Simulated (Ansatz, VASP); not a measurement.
# TaNbN2 in VASP and in Ansatz

INCAR

```
SYSTEM = TaNbN2
  ALGO = Normal
  EDIFF = 1E-6
  ENCUT = 520
  GGA = PE
  ISIF = 2
  ISMEAR = 0
  ISPIN = 2
  LASPH = .TRUE.
  LCHARG = .FALSE.
  LMAXMIX = 4
  LORBIT = 11
  LREAL = .FALSE.
  LWAVE = .FALSE.
  MAGMOM = 1 0 0 0
  NBANDS = 29
  NELM = 150
  PREC = Accurate
  SIGMA = 0.1
```

File KPOINTS:

```
k-points
0
G
  6 6 4
  0 0 0
```

The input POSCAR:

```
TaNbN2
1.0
    3.4768440600      0.0000000000      0.0000000000
   -1.7384220300      3.0110352800      0.0000000000
    0.0000000000      0.0000000000      5.3790511300
Ta Nb N
1 1 2
Direct
    0.0000000000      0.0000000000      0.5000000000
    0.0000000000      0.0000000000      0.0000000000
    0.3333333300      0.6666666700      0.0000000000
    0.6666666700      0.3333333300      0.0000000000
```

Input for Ansatz:

```yaml
crystal:
  lattice:
    - [3.47684406, 0.0, 0.0]
    - [-1.73842203, 3.01103528, 0.0]
    - [0.0, 0.0, 5.37905113]
  atoms:
    - { symbol: Ta, position: [0.0, 0.0, 0.5], spin: 1.0 }
    - { symbol: Nb, position: [0.0, 0.0, 0.0] }
    - { symbol: "N", position: [0.33333333, 0.66666667, 0.0] }
    - { symbol: "N", position: [0.66666667, 0.33333333, 0.0] }
basis:
  ecutwfc: 420
kpoints:
  mp_grid: { grid: [6, 6, 4] }
hamiltonian:
  xc: pbe
scf:
  occupations: { method: gaussian, width: 0.1 }
  lower_state_search: "off"
output:
  forces: true
  stress: true
  eigenvalues: true
  populations: true
magnetization:
  spin_polarized: true
```

Alike in both runs: task single point; functional PBE; k mesh 6 × 6 × 4; occupations gaussian, width 0.1 eV; collinear spin.

|  | VASP | Ansatz |
| --- | --- | --- |
| version | VASP 6.6.1 | Ansatz 0.2.0 |
| potentials or method | VASP PAW PBE potentials, release 64 (Ta_pv, Nb_sv, N), cutoff 520 eV | scalar-relativistic, plane waves, PAW |
| valence electrons in the cell | 34 | 36 |

|  | VASP | Ansatz | Ansatz less VASP |
| --- | --- | --- | --- |
| gap on the k mesh at the Fermi level (eV) | none | none | - |
| pressure (GPa) | 27.0 | 27.3 | +0.24 |
| traceless stress, the component that is largest in VASP (GPa) | -13.30 | -13.61 | -0.303 |
| net moment per atom (μB) | 0.02 | 0.00 | -0.024 |
| size of the moment on the site where the two differ most (μB) | 0.06 | 0.00 | -0.064 |

Site moments also hang on the region over which each program counts them. A gap of «none» marks a metal or a gap that the smearing closes. VASP's potentials hold 34 valence electrons a cell and Ansatz's 36, so a difference there can come from the potentials and not from the codes. Ansatz's warnings: seeded moment not kept.

Neither program's run includes spin-orbit coupling.
